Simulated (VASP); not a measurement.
Ge:

```
Ge
1.0
     0.00000    2.86524    2.86524
     2.86524    0.00000    2.86524
     2.86524    2.86524    0.00000
Ge
2
Cartesian
  0.0000 0.0000 0.0000
  1.4326 1.4326 1.4326
```

This cell differs from its parent crystal: strain +1.0%.

Base run:

- Program: VASP 6.6.1
- Functional: r2SCAN
- Potentials or basis: VASP PAW PBE potentials, release 64 (Ge_d)
- Cutoff: 520 eV
- k mesh: 8 × 8 × 8
- Occupations: fermi-dirac, width 0.02 eV
- Spin: no spin polarisation

Its results: band gap on the k mesh 0.04 eV, direct; pressure -1.9 GPa.

The run is repeated on the same cell with these changes: functional from r2SCAN to PBE. What comes out?

Band gap on the k mesh zero (filled and empty bands touch); pressure 0.9 GPa.

Caveats: the PAW data sets were made with another functional, which shifts forces and pressure a little (some runs).

A k mesh can miss the band edges.
